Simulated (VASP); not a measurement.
# Si2Mo (I4/mmm) in VASP: notebook

The runs below take Si2Mo through single point, with PBEsol.

Everything below comes from runs of VASP 6.6.1. Logs are shortened: lines on timing, memory, paths and dates and some standing lists are left out, and cuts for length are marked.

**1. The cell of the first run**

It takes space group I4/mmm (No. 139, tetragonal). Conventional cell: a = 3.368 Å, b = 3.368 Å, c = 7.018 Å, α = 90.00°, β = 90.00°, γ = 90.00°. Within 3.1 Å of Si (site symmetry 4mm) lie 5 Si at 2.32 to 2.66 Å and 5 Mo at 2.35 to 2.65 Å. Mo (site symmetry 4/mmm) has 10 Si at 2.35 to 2.65 Å within 3.1 Å.

**2. Single point, PBEsol**

File INCAR:

```
SYSTEM = Si2Mo
  PREC = Accurate
  ENCUT = 520
  EDIFF = 1E-6
  ISMEAR = 0
  SIGMA = 0.15
  LREAL = .False.
  LASPH = .True.
  NELM = 60
  ALGO = Normal
  ISIF = 2
  LWAVE = .False.
  LCHARG = .False.
  GGA = PS
  NBANDS = 18
```

File KPOINTS:

```
Automatic mesh
0
Gamma
  24 24 24
  0 0 0
```

File POSCAR:

```
Si2Mo
1.0
   -1.6838262093      1.6838262093      3.5091308576
    1.6838262093     -1.6838262093      3.5091308576
    1.6838262093      1.6838262093     -3.5091308576
Si Mo
2 1
Direct
    0.3350596647      0.3350596647      0.0000000000
    0.6649403353      0.6649403353      0.0000000000
    0.0000000000      0.0000000000      0.0000000000
```

Potentials or basis: VASP PAW PBE potentials, release 64 (Si, Mo_sv).

The run is started by

```
$ cat potpaw_PBE.64/Si/POTCAR potpaw_PBE.64/Mo_sv/POTCAR > POTCAR
$ mpirun -np 1 vasp_std > vasp.out
```

OUTCAR:

```text
SYSTEM = Si2Mo
   PREC = Accurate
   ENCUT = 520
   EDIFF = 1E-6
   ISMEAR = 0
   LREAL = .False.
   LASPH = .True.
   NELM = 60
   ISIF = 2
   GGA = PS

 ion  position               nearest neighbor table
   1  0.335  0.335  0.000-   2 2.32   3 2.35   3 2.65   3 2.65   3 2.65   3 2.65   2 2.66   2 2.66
                             2 2.66   2 2.66
   2  0.665  0.665  0.000-   1 2.32   3 2.35   3 2.65   3 2.65   3 2.65   3 2.65   1 2.66   1 2.66
                             1 2.66   1 2.66
   3  0.000  0.000  0.000-   1 2.35   2 2.35   2 2.65   1 2.65   2 2.65   2 2.65   2 2.65   1 2.65
                             1 2.65   1 2.65

  LATTYP: Found a body centered tetragonal cell.
 ALAT       =     3.3676524186
 C/A-ratio  =     2.0840219960

  Lattice vectors:

 A1 = (  -1.6838262093,   1.6838262093,   3.5091308576)
 A2 = (   1.6838262093,  -1.6838262093,   3.5091308576)
 A3 = (   1.6838262093,   1.6838262093,  -3.5091308576)

Analysis of symmetry for initial positions (statically):
=====================================================================
 Subroutine PRICEL returns:
 Original cell was already a primitive cell.

 Routine SETGRP: Setting up the symmetry group for a
 body centered tetragonal supercell.

 Subroutine GETGRP returns: Found 16 space group operations
 (whereof 16 operations were pure point group operations)
 out of a pool of 16 trial point group operations.

The static configuration has the point symmetry D_4h.

Analysis of symmetry for dynamics (positions and initial velocities):
=====================================================================
 Subroutine PRICEL returns:
 Original cell was already a primitive cell.

 Routine SETGRP: Setting up the symmetry group for a
 body centered tetragonal supercell.

 Subroutine GETGRP returns: Found 16 space group operations
 (whereof 16 operations were pure point group operations)
 out of a pool of 16 trial point group operations.

The dynamic configuration has the point symmetry D_4h.

 Subroutine INISYM returns: Found 16 space group operations
 (whereof 16 operations are pure point group operations),
 and found     1 'primitive' translations

----------------------------------------------------------------------------------------

                                     Primitive cell

  volume of cell :      39.7973

  direct lattice vectors                    reciprocal lattice vectors
    -1.683826209  1.683826209  3.509130858     0.000000000  0.296942759  0.142485425
     1.683826209 -1.683826209  3.509130858     0.296942759  0.000000000  0.142485425
     1.683826209  1.683826209 -3.509130858     0.296942759  0.296942759  0.000000000

  length of vectors
     4.240818409  4.240818409  4.240818409     0.329358616  0.329358616  0.419940477

  position of ions in fractional coordinates (direct lattice)
     0.335059665  0.335059665  0.000000000
     0.664940335  0.664940335  0.000000000
     0.000000000  0.000000000  0.000000000

  ion indices of the primitive-cell ions
   primitive index   ion index
                 1           1
                 2           2
                 3           3

----------------------------------------------------------------------------------------

 KPOINTS: Automatic mesh

Automatic generation of k-mesh.
 Grid dimensions read from file:
 generate k-points for:   24   24   24

 Generating k-lattice:

  Cartesian coordinates                     Fractional coordinates (reciprocal lattice)
     0.000000000  0.012372615  0.005936893     0.041666667 -0.000000000  0.000000000
     0.012372615  0.000000000  0.005936893    -0.000000000  0.041666667  0.000000000
     0.012372615  0.012372615  0.000000000     0.000000000  0.000000000  0.041666667

  Length of vectors
     0.013723276  0.013723276  0.017497520

  Shift w.r.t. Gamma in fractional coordinates (k-lattice)
     0.000000000  0.000000000  0.000000000

 Subroutine IBZKPT returns following result:
 ===========================================

 Found   1063 irreducible k-points:

 Following reciprocal coordinates:
            Coordinates               Weight
  0.000000  0.000000  0.000000      1.000000
  0.041667 -0.000000  0.000000      8.000000
  0.083333  0.000000  0.000000      8.000000
  0.125000 -0.000000  0.000000      8.000000
  0.166667 -0.000000  0.000000      8.000000
  0.208333 -0.000000  0.000000      8.000000
[... 16 lines left out ...]
  0.416667  0.041667  0.000000     16.000000
  0.458333  0.041667  0.000000     16.000000
 [... further k-points ...]
   k-points           NKPTS =   1063   k-points in BZ     NKDIM =   1063   number of bands    NBANDS=     18
   number of dos      NEDOS =    301   number of ions     NIONS =      3
   total plane-waves  NPLWV =  32768
   dimension x,y,z NGX =    32 NGY =   32 NGZ =   32
   dimension x,y,z NGXF=    64 NGYF=   64 NGZF=   64
   ions per type =               2   1
   NGX,Y,Z   is equivalent  to a cutoff of  12.54, 12.54, 12.54 a.u.
   NGXF,Y,Z  is equivalent  to a cutoff of  25.09, 25.09, 25.09 a.u.
 SYSTEM =  Si2Mo
   PREC   = accura    normal or accurate (medium, high low for compatibility)
   ISTART =      0    job   : 0-new  1-cont  2-samecut
   ICHARG =      2    charge: 1-file 2-atom 10-const
   ISPIN  =      1    spin polarized calculation?
   LNONCOLLINEAR =      F non collinear calculations
   LSORBIT =      F    spin-orbit coupling
   LASPH  =      T    aspherical Exc in radial PAW
   ENCUT  =  520.0 eV  38.22 Ry    6.18 a.u.   7.89  7.89  7.89*2*pi/ulx,y,z
   NELM   =     60;   NELMIN=  2; NELMDL= -5     # of ELM steps
   EDIFF  = 0.1E-05   stopping-criterion for ELM
   LREAL  =      F    real-space projection
   EDIFFG = 0.1E-04   stopping-criterion for IOM
   NSW    =      0    number of steps for IOM
   IBRION =     -1    ionic relax: 0-MD 1-quasi-New 2-CG
   NFREE  =      0    steps in history (QN), initial steepest desc. (CG)
   ISIF   =      2    stress and relaxation
   ISYM   =      2    0-nonsym 1-usesym 2-fastsym
   POTIM  = 0.5000    time-step for ionic-motion
   TEBEG  =    0.0;   TEEND  =   0.0 temperature during run
   PSTRESS=    0.0 pullay stress
   NELECT =      22.0000    total number of electrons
   NUPDOWN=      -1.0000    fix difference up-down
   EMIN   =  10.00;   EMAX   =-10.00  energy-range for DOS
   EFERMI =   0.00;   METHOD = LEGACY
   ISMEAR =     0;   SIGMA  =   0.15  broadening in eV -4-tet -1-fermi 0-gaus
   EFERMI_NEDOS =   21; number of points for ismear=-14 and -15
   IALGO  =     38    algorithm
   IMIX   =      4    mixing-type and parameters
     AMIX     =   0.40;   BMIX     =  1.00
     AMIX_MAG =   1.60;   BMIX_MAG =  1.00
  volume/ion in A,a.u.               =      13.27        89.52
  Fermi-wavevector in a.u.,A,eV,Ry     =   1.343583  2.539003 24.561429  1.805214
  Thomas-Fermi vector in A             =   2.471645
   LORBIT       =      0    0 simple, 1 ext, 2 COOP (PROOUT), +10 PAW based schemes
   GGA     = PS    functional components
   LHFCALC =     F    Hartree Fock is set to
   AEXX    =    0.0000 exact exchange contribution
   IVDW    =     0    specifies the selected vdW correction
   LEPSILON=     F    determine dielectric tensor
   LRPA    =     F    only Hartree local field effects (RPA)
 non-spin polarized calculation
 Gauss-broadening in eV      SIGMA  =   0.15
  energy-cutoff  :      520.00
  volume of cell :       39.80
 maximum number of plane-waves:      1092
   NGX = 15   NGY = 15   NGZ = 15

 number of electron      21.9999998 magnetization

 Free energy of the ion-electron system (eV)
  ---------------------------------------------------
  ext. energy  EPLUGINS =         0.00000000
  ---------------------------------------------------
  free energy    TOTEN  =       -24.08594606 eV

  energy without entropy =      -24.08156273  energy(sigma->0) =      -24.08375439

 E-fermi :  12.1736     XC(G=0): -12.5257

 val. band max:       12.1652650712   @ k =  -0.4167  -0.4583   0.2917
 cond. band min:      12.1756632519   @ k =  -0.2500   0.0833   0.0417
 fundamental gap:      0.0103981807
 Fermi energy:        12.1735607224

 k-point     1 :       0.0000    0.0000    0.0000
  band No.  band energies     occupation
      1     -48.2809      2.00000
      2     -22.4894      2.00000
      3     -22.4894      2.00000
      4     -22.4517      2.00000
      5      -1.1602      2.00000
      6       6.1119      2.00000
[... 10 lines left out ...]
     17      18.2360      0.00000
     18      18.2360      0.00000

 k-point     2 :       0.0417   -0.0000    0.0000
  band No.  band energies     occupation
      1     -48.2807      2.00000
      2     -22.4922      2.00000
      3     -22.4892      2.00000
      4     -22.4518      2.00000
      5      -1.1298      2.00000
      6       6.1115      2.00000
[... 10 lines left out ...]
     17      18.2192      0.00000
     18      18.3465      0.00000

 k-point     3 :       0.0833    0.0000    0.0000
  band No.  band energies     occupation
      1     -48.2802      2.00000
      2     -22.5005      2.00000
      3     -22.4885      2.00000
      4     -22.4521      2.00000
      5      -1.0389      2.00000
      6       6.1059      2.00000
[... 10 lines left out ...]
     17      18.1707      0.00000
     18      18.6313      0.00000

 k-point     4 :       0.1250   -0.0000    0.0000
  band No.  band energies     occupation
      1     -48.2793      2.00000
      2     -22.5137      2.00000
      3     -22.4875      2.00000
      4     -22.4525      2.00000
      5      -0.8887      2.00000
      6       6.0790      2.00000
[... 375 lines left out ...]
      4     -22.4565      2.00000
      5       1.2052      2.00000
      6       4.0493      2.00000
[... 10 lines left out ...]
     17      19.1741      0.00000
     18      20.9449      0.00000

 k-point    23 :       0.4167    0.0417    0.0000
  band No.  band energies     occupation
      1     -48.2709      2.00000
      2     -22.6420      2.00000
      3     -22.4798      2.00000
      4     -22.4565      2.00000
      5       1.6720      2.00000
      6       3.5561      2.00000
[... 10 lines left out ...]
     17      19.1208      0.00000
     18      20.5859      0.00000

 k-point    24 :       0.4583    0.0417    0.0000
  band No.  band energies     occupation
      1     -48.2704      2.00000
      2     -22.6500      2.00000
      3     -22.4791      2.00000
      4     -22.4563      2.00000
      5       2.1413      2.00000
      6       3.0718      2.00000
[... 10 lines left out ...]
     17      19.1001      0.00000
     18      20.3229      0.00000

 [... further k-points ...]

------------------------ aborting loop because EDIFF is reached ----------------------------------------

  FORCE on cell =-STRESS in cart. coord.  units (eV):
  Direction    XX          YY          ZZ          XY          YZ          ZX
  --------------------------------------------------------------------------------------
  -------------------------------------------------------------------------------------
  Total       -3.6173732     -3.6173732     15.0825567      0.0000000      0.0000000     -0.0000000
  in kB     -145.6296526   -145.6296526    607.1995828      0.0000000      0.0000000     -0.0000000
  external PRESSURE =     105.3134259 kB  Pullay stress =       0.0000000 kB

 VOLUME and BASIS-vectors are now :
 -----------------------------------------------------------------------------
  energy-cutoff  :      520.00
  volume of cell :       39.80
      direct lattice vectors                 reciprocal lattice vectors
    -1.683826209  1.683826209  3.509130858     0.000000000  0.296942759  0.142485425
     1.683826209 -1.683826209  3.509130858     0.296942759  0.000000000  0.142485425
     1.683826209  1.683826209 -3.509130858     0.296942759  0.296942759  0.000000000

 POSITION                                       TOTAL-FORCE (eV/Angst)
 -----------------------------------------------------------------------------------
      0.00000      0.00000      2.35154        -0.000000     -0.000000      0.197615
      0.00000      0.00000      4.66673         0.000000      0.000000     -0.197615
      0.00000      0.00000      0.00000         0.000000      0.000000      0.000000
 -----------------------------------------------------------------------------------
    total drift:                               -0.000000      0.000000      0.000000

  FREE ENERGIE OF THE ION-ELECTRON SYSTEM (eV)
  ---------------------------------------------------
  free  energy   TOTEN  =       -24.0859460576 eV

  energy  without entropy=      -24.0815627300  energy(sigma->0) =      -24.08375439
```

It took 15 min on 1 thread of AMD EPYC 7R43 (Zen 3), shared host; peak memory 0.71 GiB.

What came out:

| Item | Value |
| --- | --- |
| Free energy | -24.0859 eV |
| Pressure | 10.5 GPa |
| Largest force | 0.198 eV/Å |
| Band gap on the k mesh | zero (bands 11 and 12 overlap by 0.75 eV) |

Forces in eV/Å, atoms in the order of the input:
```
Si   0.000  0.000  0.198
Si   0.000  0.000 -0.198
Mo   0.000  0.000  0.000
```

Stress tensor (GPa, compression positive):
```
-14.56   0.00   0.00
  0.00 -14.56   0.00
  0.00   0.00  60.72
```

Levels at points of the mesh, in eV from the Fermi level:
```csv
k point,band 8,band 9,band 10,band 11,band 12,band 13,band 14,band 15
"(0.00, 0.00, 0.00)",-3.25,-2.73,-1.20,-0.26,2.44,2.44,2.94,3.23
"(0.50, 0.00, 0.00)",-3.97,-3.25,-2.17,-0.80,1.70,2.41,4.51,4.80
"(0.50, 0.50, 0.00)",-4.94,-4.56,-1.94,-1.38,1.78,2.45,4.14,4.97
"(0.50, 0.50, 0.50)",-2.60,-1.42,-1.42,-0.31,-0.31,0.07,5.48,6.79
```

Caveat: the stress differs along the axes, from -15 to 61 GPa; the PAW data sets were made with another functional, which shifts forces and pressure a little.

**3. Single point, PBEsol**

This run uses another cell than the first one, of the same volume but with other edges.

File INCAR:

```
SYSTEM = Si2Mo
PREC = Accurate
ENCUT = 520
EDIFF = 1E-6
ISMEAR = 0
SIGMA = 0.15
LREAL = .FALSE.
LASPH = .TRUE.
NELM = 100
ALGO = Normal
ISIF = 2
LWAVE = .FALSE.
LCHARG = .FALSE.
GGA = PS
NBANDS = 18
```

File KPOINTS:

```
Automatic mesh
0
G
  24 24 24
  0 0 0
```

File POSCAR:

```
Si2Mo
1.0
   -1.5009854823      1.5009854823      4.4161224859
    1.5009854823     -1.5009854823      4.4161224859
    1.5009854823      1.5009854823     -4.4161224859
Si Mo
2 1
Direct
    0.3350596647      0.3350596647      0.0000000000
    0.6649403353      0.6649403353      0.0000000000
    0.0000000000      0.0000000000      0.0000000000
```

Potentials or basis: VASP PAW PBE potentials, release 64 (Si, Mo_sv).

The run is started by

```
$ cat potpaw_PBE.64/Si/POTCAR potpaw_PBE.64/Mo_sv/POTCAR > POTCAR
$ mpirun -np 1 vasp_std > vasp.out
```

Run time: 23 min. Hardware: 1 thread of AMD EPYC 7R43 (Zen 3), shared host; peak memory 0.73 GiB.

Results (log left out):

```yaml
Free_energy: -24.2153 eV
Pressure: 3.0 GPa
Largest_force: 0.316 eV/Å
Band_gap_on_the_k_mesh: zero (bands 11 and 12 overlap by 1.91 eV)
```

Forces in eV/Å, atoms in the order of the input:
```
Si   0.000  0.000  0.316
Si   0.000  0.000 -0.316
Mo   0.000  0.000  0.000
```

Stress tensor (GPa, compression positive):
```
 19.40   0.00   0.00
  0.00  19.40   0.00
  0.00   0.00 -29.87
```

Levels at points of the mesh, in eV from the Fermi level:
| k point | band 8 | band 9 | band 10 | band 11 | band 12 | band 13 | band 14 | band 15 |
| --- | --- | --- | --- | --- | --- | --- | --- | --- |
| (0.00, 0.00, 0.00) | -3.48 | -1.89 | -1.89 | 1.26 | 2.22 | 3.25 | 4.42 | 4.55 |
| (0.50, 0.00, 0.00) | -4.84 | -3.11 | -1.79 | -0.08 | 1.72 | 2.29 | 3.74 | 4.27 |
| (0.50, 0.50, 0.00) | -5.11 | -4.33 | -4.21 | -1.18 | 1.41 | 1.58 | 1.88 | 3.19 |
| (0.50, 0.50, 0.50) | -2.86 | -0.70 | -0.70 | 0.70 | 0.70 | 1.30 | 1.50 | 5.02 |

Caveat: the stress differs along the axes, from -30 to 19 GPa; the PAW data sets were made with another functional, which shifts forces and pressure a little.
